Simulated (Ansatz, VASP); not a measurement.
# Sb in VASP and in Ansatz

INCAR

```
SYSTEM = Sb
PREC = Accurate
ENCUT = 500
EDIFF = 1E-7
ISMEAR = 0
SIGMA = 0.1
LREAL = .False.
LASPH = .True.
NELM = 120
ALGO = Normal
ISIF = 3
LWAVE = .False.
LCHARG = .False.
IBRION = 2
NSW = 100
EDIFFG = -0.002
GGA_COMPAT = .False.
NELMIN = 4
```

Contents of KPOINTS:

```
Automatic mesh
0
Gamma
  14 14 14
  0 0 0
```

File POSCAR:

```
Sb
1.0
    3.0833436100      0.0000000000      0.0000000000
    0.0000000000      3.0833436100      0.0000000000
    0.0000000000      0.0000000000      3.0833436100
Sb
1
Direct
    0.0000000000      0.0000000000      0.0000000000
```

Input for Ansatz:

```yaml
crystal:
  lattice:
    - [3.08334361, 0.0, 0.0]
    - [0.0, 3.08334361, 0.0]
    - [0.0, 0.0, 3.08334361]
  atoms:
    - { symbol: Sb, position: [0.0, 0.0, 0.0] }
basis:
  ecutwfc: 420
kpoints:
  mp_grid: { grid: [14, 14, 14] }
hamiltonian:
  xc: lda
  pseudopotentials: { kind: paw, azcp: { folder: soft_1 } }
scf:
  occupations: { method: gaussian, width: 0.1 }
output:
  forces: true
  stress: true
  eigenvalues: true
  write_density: true
  write_potential: true
  elf: true
  volumetric_format: npy
relax:
  adjacent_minimum: "off"
  f_tol: 0.002
  max_steps: 80
  cell: { stress_tol: 0.02 }
```

Alike in both runs: task relaxation of cell and atoms; functional LDA; k mesh 14 × 14 × 14; occupations gaussian, width 0.1 eV; no spin polarisation.

```csv
,VASP,Ansatz
version,VASP 6.6.1,Ansatz 0.2.0
potentials or method,"VASP PAW LDA potentials, release 64 (Sb), cutoff 500 eV","scalar-relativistic, plane waves, PAW"
valence electrons in the cell,5,15
```

Ansatz gave:

* gap on the k mesh at the Fermi level, each at its own relaxed structure (eV): none
* relaxed volume (Å³/atom): 28.14
* relaxed cell length with the largest relative difference (Å): 3.042

Problem. What did VASP give for the same quantities?

Solution. gap on the k mesh at the Fermi level, each at its own relaxed structure (eV): none; relaxed volume (Å³/atom): 28.23; relaxed cell length with the largest relative difference (Å): 3.045.

Ansatz warns that its potentials were made for another functional, while VASP's fit it. LDA's correlation is that of Perdew and Zunger in VASP and of Perdew and Wang (1992) in Ansatz. A gap of «none» marks a metal or a gap that the smearing closes. VASP's potentials hold 5 valence electrons a cell and Ansatz's 15, so a difference there can come from the potentials and not from the codes.

Spin-orbit coupling is off throughout.
